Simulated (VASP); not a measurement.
The system is CoNiO2.

```xyz
4
Lattice="3.0143 0.0000 0.0000 0.0000 3.0143 0.0000 0.0000 0.0000 4.2223" Properties=species:S:1:pos:R:3 pbc="T T T"
Ni    0.0000    0.0000    0.0000
Co    1.5072    1.5072    2.1111
O     0.0000    0.0000    2.1111
O     1.5072    1.5072    0.0000
```

Base run:

* Program: VASP 6.6.1
* Functional: PBEsol
* Potentials or basis: VASP PAW PBE potentials, release 64 (Ni, Co, O)
* Cutoff: 520 eV
* k mesh: 7 × 7 × 5
* Occupations: fermi-dirac, width 0.05 eV
* Spin: collinear spin, ferromagnetic start
* Starting moments: [0.733333, 1.46667, 0.0, 0.0] μB
* Fixed moment: 2.2 μB

Its results: pressure -15.5 GPa; site moments Ni -0.46; Co +2.41; O +0.17, +0.04 μB.

Question: The run is repeated on the same cell with these changes: fixed moment from 2.2 μB to 1.5 μB; moments at the start from [0.73, 1.47, 0.0, 0.0] to [0.5, 1.0, 0.0, 0.0]. What comes out?

Answer: Pressure -14.6 GPa; site moments Ni -0.97; Co +2.35; O +0.12, -0.03 μB.

Caveats: the PAW data sets were made with another functional, which shifts forces and pressure a little; the total moment is fixed, so each spin has its own Fermi level.
